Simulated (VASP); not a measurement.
# P (R-3m) in VASP: relaxation of shape and atoms at fixed volume with PBE+D3(BJ)

Aim: the relaxation of shape and atoms at fixed volume of P with PBE+D3(BJ).

All numbers are computed with VASP 6.6.1; they aren't measurements. Logs are shortened: lines on timing, memory, paths and dates and some standing lists are left out, and cuts for length are marked.

## (1) The cell of the first run

It takes space group R-3m (No. 166, trigonal). Conventional cell: a = 3.327 Å, b = 3.327 Å, c = 8.153 Å, α = 90.00°, β = 90.00°, γ = 120.00°. Within 3.0 Å of P (site symmetry 3m) lie 6 P at 2.29 to 2.42 Å.

## (2) Relaxation of shape and atoms at fixed volume, PBE+D3(BJ) (13.03 Å³/atom)

File INCAR:

```
SYSTEM = P
ALGO = Normal
EDIFF = 1E-6
EDIFFG = -0.01
ENCUT = 600
GGA = PE
IBRION = 2
ISIF = 4
ISMEAR = 0
IVDW = 12
LASPH = .True.
LCHARG = .False.
LREAL = .False.
LWAVE = .False.
NELM = 60
NSW = 50
PREC = Accurate
SIGMA = 0.1
```

File KPOINTS:

```
k-points
0
Gamma
  15 15 15
  0 0 0
```

File POSCAR:

```
P
1.0
    1.6635551254      0.9604539995      2.7176698657
   -1.6635551254      0.9604539995      2.7176698657
    0.0000000000     -1.9209079989      2.7176698658
P
2
Direct
    0.2427649662      0.2427649662      0.2427649662
    0.7572350338      0.7572350338      0.7572350338
```

Potentials or basis: VASP PAW PBE potentials, release 64 (P).

Launch:

```
$ cat potpaw_PBE.64/P/POTCAR > POTCAR
$ mpirun -np 1 vasp_std > vasp.out
```

OUTCAR:

```text
SYSTEM = P
   EDIFF = 1E-6
   EDIFFG = -0.01
   ENCUT = 600
   GGA = PE
   IBRION = 2
   ISIF = 4
   ISMEAR = 0
   IVDW = 12
   LASPH = .True.
   LREAL = .False.
   NELM = 60
   NSW = 50
   PREC = Accurate
 IVDW          = 12

 ion  position               nearest neighbor table
   1  0.243  0.243  0.243-   2 2.29   2 2.29   2 2.29   2 2.42   2 2.42   2 2.42
   2  0.757  0.757  0.757-   1 2.29   1 2.29   1 2.29   1 2.42   1 2.42   1 2.42

  LATTYP: Found a trigonal (rhomboedric) cell.
 ALAT       =     3.3280049638
 COS(alpha) =     0.5002688075

  Lattice vectors:

 A1 = (   1.6635551254,   0.9604539995,   2.7176698657)
 A2 = (  -1.6635551254,   0.9604539995,   2.7176698657)
 A3 = (   0.0000000000,  -1.9209079989,   2.7176698658)

Analysis of symmetry for initial positions (statically):
=====================================================================
 Subroutine PRICEL returns:
 Original cell was already a primitive cell.

 Routine SETGRP: Setting up the symmetry group for a
 trigonal (rhombohedral) supercell.

 Subroutine GETGRP returns: Found 12 space group operations
 (whereof 12 operations were pure point group operations)
 out of a pool of 12 trial point group operations.

The static configuration has the point symmetry D_3d.

Analysis of symmetry for dynamics (positions and initial velocities):
=====================================================================
 Subroutine PRICEL returns:
 Original cell was already a primitive cell.

 Routine SETGRP: Setting up the symmetry group for a
 trigonal (rhombohedral) supercell.

 Subroutine GETGRP returns: Found 12 space group operations
 (whereof 12 operations were pure point group operations)
 out of a pool of 12 trial point group operations.

The dynamic configuration has the point symmetry D_3d.

 Subroutine INISYM returns: Found 12 space group operations
 (whereof 12 operations are pure point group operations),
 and found     1 'primitive' translations

----------------------------------------------------------------------------------------

                                     Primitive cell

  volume of cell :      26.0532

  direct lattice vectors                    reciprocal lattice vectors
     1.663555125  0.960453999  2.717669866     0.300561125  0.173529046  0.122654093
    -1.663555125  0.960453999  2.717669866    -0.300561125  0.173529046  0.122654093
     0.000000000 -1.920907999  2.717669866     0.000000000 -0.347058093  0.122654093

  length of vectors
     3.328004964  3.328004964  3.328004964     0.368094209  0.368094209  0.368094209

  position of ions in fractional coordinates (direct lattice)
     0.242764966  0.242764966  0.242764966
     0.757235034  0.757235034  0.757235034

  ion indices of the primitive-cell ions
   primitive index   ion index
                 1           1
                 2           2

----------------------------------------------------------------------------------------

 KPOINTS: k-points

Automatic generation of k-mesh.
 Grid dimensions read from file:
 generate k-points for:   15   15   15

 Generating k-lattice:

  Cartesian coordinates                     Fractional coordinates (reciprocal lattice)
     0.020037408  0.011568603  0.008176940     0.066666667 -0.000000000 -0.000000000
    -0.020037408  0.011568603  0.008176940    -0.000000000  0.066666667 -0.000000000
     0.000000000 -0.023137206  0.008176940    -0.000000000 -0.000000000  0.066666667

  Length of vectors
     0.024539614  0.024539614  0.024539614

  Shift w.r.t. Gamma in fractional coordinates (k-lattice)
     0.000000000  0.000000000  0.000000000

 Subroutine IBZKPT returns following result:
 ===========================================

 Found    344 irreducible k-points:

 Following reciprocal coordinates:
            Coordinates               Weight
  0.000000  0.000000  0.000000      1.000000
  0.066667 -0.000000  0.000000      6.000000
  0.133333  0.000000 -0.000000      6.000000
  0.200000  0.000000  0.000000      6.000000
  0.266667  0.000000 -0.000000      6.000000
  0.333333 -0.000000  0.000000      6.000000
[... 16 lines left out ...]
  0.133333  0.133333 -0.000000      6.000000
  0.200000  0.133333 -0.000000     12.000000
 [... further k-points ...]
   k-points           NKPTS =    344   k-points in BZ     NKDIM =    344   number of bands    NBANDS=      9
   number of dos      NEDOS =    301   number of ions     NIONS =      2
   total plane-waves  NPLWV =  21952
   dimension x,y,z NGX =    28 NGY =   28 NGZ =   28
   dimension x,y,z NGXF=    56 NGYF=   56 NGZF=   56
   ions per type =               2
   NGX,Y,Z   is equivalent  to a cutoff of  13.99, 13.99, 13.99 a.u.
   NGXF,Y,Z  is equivalent  to a cutoff of  27.97, 27.97, 27.97 a.u.
 SYSTEM =  P
   PREC   = accura    normal or accurate (medium, high low for compatibility)
   ISTART =      0    job   : 0-new  1-cont  2-samecut
   ICHARG =      2    charge: 1-file 2-atom 10-const
   ISPIN  =      1    spin polarized calculation?
   LNONCOLLINEAR =      F non collinear calculations
   LSORBIT =      F    spin-orbit coupling
   LASPH  =      T    aspherical Exc in radial PAW
   ENCUT  =  600.0 eV  44.10 Ry    6.64 a.u.   6.65  6.65  6.65*2*pi/ulx,y,z
   NELM   =     60;   NELMIN=  2; NELMDL= -5     # of ELM steps
   EDIFF  = 0.1E-05   stopping-criterion for ELM
   LREAL  =      F    real-space projection
   EDIFFG = -.1E-01   stopping-criterion for IOM
   NSW    =     50    number of steps for IOM
   IBRION =      2    ionic relax: 0-MD 1-quasi-New 2-CG
   NFREE  =      1    steps in history (QN), initial steepest desc. (CG)
   ISIF   =      4    stress and relaxation
   ISYM   =      2    0-nonsym 1-usesym 2-fastsym
   POTIM  = 0.5000    time-step for ionic-motion
   TEBEG  =    0.0;   TEEND  =   0.0 temperature during run
   PSTRESS=    0.0 pullay stress
   NELECT =      10.0000    total number of electrons
   NUPDOWN=      -1.0000    fix difference up-down
   EMIN   =  10.00;   EMAX   =-10.00  energy-range for DOS
   EFERMI =   0.00;   METHOD = LEGACY
   ISMEAR =     0;   SIGMA  =   0.10  broadening in eV -4-tet -1-fermi 0-gaus
   EFERMI_NEDOS =   21; number of points for ismear=-14 and -15
   IALGO  =     38    algorithm
   IMIX   =      4    mixing-type and parameters
     AMIX     =   0.40;   BMIX     =  1.00
     AMIX_MAG =   1.60;   BMIX_MAG =  1.00
  volume/ion in A,a.u.               =      13.03        87.91
  Fermi-wavevector in a.u.,A,eV,Ry     =   1.189746  2.248294 19.258987  1.415496
  Thomas-Fermi vector in A             =   2.325846
   LORBIT       =      0    0 simple, 1 ext, 2 COOP (PROOUT), +10 PAW based schemes
   GGA     = PE    functional components
   LHFCALC =     F    Hartree Fock is set to
   AEXX    =    0.0000 exact exchange contribution
   IVDW    =    12    specifies the selected vdW correction
   LEPSILON=     F    determine dielectric tensor
   LRPA    =     F    only Hartree local field effects (RPA)
 conjugate gradient relaxation of ions
 non-spin polarized calculation
 Gauss-broadening in eV      SIGMA  =   0.10
  energy-cutoff  :      600.00
  volume of cell :       26.05
 maximum number of plane-waves:       893
   NGX = 13   NGY = 13   NGZ = 13

--------------------------------------- Ionic step        1  -------------------------------------------

 number of electron      10.0000000 magnetization

 number of electron       9.9999999 magnetization

 Free energy of the ion-electron system (eV)
  ---------------------------------------------------
  ext. energy  EPLUGINS =         0.00000000
  ---------------------------------------------------
  free energy    TOTEN  =       -10.39908790 eV

  energy without entropy =      -10.39724723  energy(sigma->0) =      -10.39816756

------------------------ aborting loop because EDIFF is reached ----------------------------------------

 Edisp (eV)   -1.08520

 E8    (eV) :    -0.4095

  FORCE on cell =-STRESS in cart. coord.  units (eV):
  Direction    XX          YY          ZZ          XY          YZ          ZX
  --------------------------------------------------------------------------------------
  -------------------------------------------------------------------------------------
  Total       1.82413     1.82413     1.79002     0.00000    -0.00000     0.00000
  in kB     112.17720   112.17720   110.07951     0.00000    -0.00000     0.00000
  external pressure =      111.48 kB  Pullay stress =        0.00 kB
[... 181 lines left out ...]
  energy  without entropy=      -11.4833262296  energy(sigma->0) =      -11.48426342

--------------------------------------- Ionic step        6  -------------------------------------------

 number of electron      10.0000000 magnetization

 Free energy of the ion-electron system (eV)
  ---------------------------------------------------
  ext. energy  EPLUGINS =         0.00000000
  ---------------------------------------------------
  free energy    TOTEN  =       -10.40007873 eV

  energy without entropy =      -10.39821070  energy(sigma->0) =      -10.39914471

 E-fermi :  11.4023     XC(G=0): -11.7707

 val. band max:       11.3629018682   @ k =  -0.4667   0.2000   0.1333
 cond. band min:      11.4031403039   @ k =   0.3333   0.3333   0.3333
 fundamental gap:      0.0402384357
 Fermi energy:        11.4023406467

 k-point     1 :       0.0000    0.0000    0.0000
  band No.  band energies     occupation
      1      -6.3975      2.00000
      2       8.9530      2.00000
      3       8.9530      2.00000
      4       9.0451      2.00000
      5      11.0219      2.00000
      6      15.2763      0.00000
      7      15.4807      0.00000
      8      15.4807      0.00000
      9      17.0630      0.00000
[... 265 lines left out ...]
 k-point    24 :       0.2000    0.1333   -0.0000
  band No.  band energies     occupation
      1      -5.6536      2.00000
      2       5.9473      2.00000
      3       7.7118      2.00000
      4       8.0909      2.00000
      5      10.9527      2.00000
      6      14.1618      0.00000
      7      14.4202      0.00000
      8      16.4251      0.00000
      9      17.1732      0.00000

 [... further k-points ...]

------------------------ aborting loop because EDIFF is reached ----------------------------------------

 Edisp (eV)   -1.08515

 E8    (eV) :    -0.4094

  FORCE on cell =-STRESS in cart. coord.  units (eV):
  Direction    XX          YY          ZZ          XY          YZ          ZX
  --------------------------------------------------------------------------------------
  -------------------------------------------------------------------------------------
  Total       1.74674     1.74674     1.74864     0.00000    -0.00000    -0.00000
  in kB     107.41791   107.41791   107.53481     0.00000    -0.00000    -0.00000
  external pressure =      107.46 kB  Pullay stress =        0.00 kB
[... 17 lines left out ...]
  FREE ENERGIE OF THE ION-ELECTRON SYSTEM (eV)
  ---------------------------------------------------
  free  energy   TOTEN  =       -11.4852282883 eV

  energy  without entropy=      -11.4833602613  energy(sigma->0) =      -11.48429427

 reached required accuracy - stopping structural energy minimisation
```

Run time: 5.8 min. Hardware: 1 thread of Intel Xeon 8259CL, shared host; peak memory 0.23 GiB.

Results:

| Quantity | Value |
| --- | --- |
| Free energy | -11.4852 eV |
| Energy gained by relaxing | 0.5 meV/atom |
| Ionic steps | 6 |
| Pressure after relaxing | 10.7 GPa |
| Band gap on the k mesh | zero (bands 5 and 6 overlap by 2.64 eV) |
| Dispersion energy per atom | -0.543 eV |

The path:
| step | energy change (eV) | largest force (eV/Å) | pressure (GPa) | volume (Å³) |
| --- | --- | --- | --- | --- |
| 1 | 0.0000 | 0.0864 | 11.15 | 26.05 |
| 2 | -0.0006 | 0.0509 | 10.99 | 26.05 |
| 3 | -0.0009 | 0.0100 | 10.80 | 26.05 |
| 4 | -0.0009 | 0.0050 | 10.77 | 26.05 |
| 5 | -0.0009 | 0.0028 | 10.76 | 26.05 |
| 6 | -0.0009 | 0.0004 | 10.75 | 26.05 |

Final structure:
```yaml
crystal:
  lattice:
    - [1.66392, 0.96067, 2.71647]
    - [-1.66392, 0.96067, 2.71647]
    - [0.00000, -1.92133, 2.71647]
  atoms:
    - { symbol: P, position: [0.24419, 0.24419, 0.24419] }
    - { symbol: P, position: [0.75581, 0.75581, 0.75581] }
```

The gap in the log of VASP goes by the Fermi energy; the results here count the filled bands.